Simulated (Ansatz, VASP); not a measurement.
## One calculation of Mg, two programs

File INCAR:

```
SYSTEM = Mg
ALGO = Normal ; EDIFF = 1E-7
ENCUT = 520 ; GGA = PE
ISIF = 2 ; ISMEAR = 0
LASPH = .TRUE. ; LCHARG = .FALSE.
LREAL = .FALSE. ; LWAVE = .FALSE.
NBANDS = 9 ; NELM = 80
PREC = Accurate ; SIGMA = 0.011
```

File KPOINTS:

```
k-points
0
G
  10 10 5
  0 0 0
```

The input POSCAR:

```
Mg
1.0
    3.2093000000      0.0000000000      0.0000000000
   -1.6046500000      2.7793353284      0.0000000000
    0.0000000000      0.0000000000      5.2103000000
Mg
2
Direct
    0.6666666667      0.3333333333      0.7500000000
    0.3333333333      0.6666666667      0.2500000000
```

input.yaml

```yaml
crystal:
  lattice:
    - [3.2093, 0.0, 0.0]
    - [-1.60465, 2.7793353284, 0.0]
    - [0.0, 0.0, 5.2103]
  atoms:
    - { symbol: Mg, position: [0.6666666667, 0.3333333333, 0.75] }
    - { symbol: Mg, position: [0.3333333333, 0.6666666667, 0.25] }
kpoints:
  mp_grid: { grid: [10, 10, 5] }
scf:
  occupations: { method: gaussian, width: 0.011 }
hamiltonian:
  xc: pbe
  pseudopotentials: { kind: all_electron, lapw: { basis_error: 0.001 } }
output:
  forces: true
  stress: true
  eigenvalues: true
```

Alike in both runs: task single point; functional PBE; k mesh 10 × 10 × 5; occupations gaussian, width 0.011 eV; no spin polarisation.

|  | VASP | Ansatz |
| --- | --- | --- |
| version | VASP 6.6.1 | Ansatz 0.2.0 |
| potentials or method | VASP PAW PBE potentials, release 64 (Mg), cutoff 520 eV | all-electron LAPW, scalar-relativistic |

Ansatz gave:

```
gap on the k mesh at the Fermi level (eV)                     : none
pressure (GPa)                                                : -0.5
traceless stress, the component that is largest in VASP (GPa) : 0.51
```

Which values does VASP return?

gap on the k mesh at the Fermi level (eV): none; pressure (GPa): -0.6; traceless stress, the component that is largest in VASP (GPa): 0.53.

A gap of «none» marks a metal or a gap that the smearing closes. Ansatz ran all-electron here, and VASP with PAW potentials.
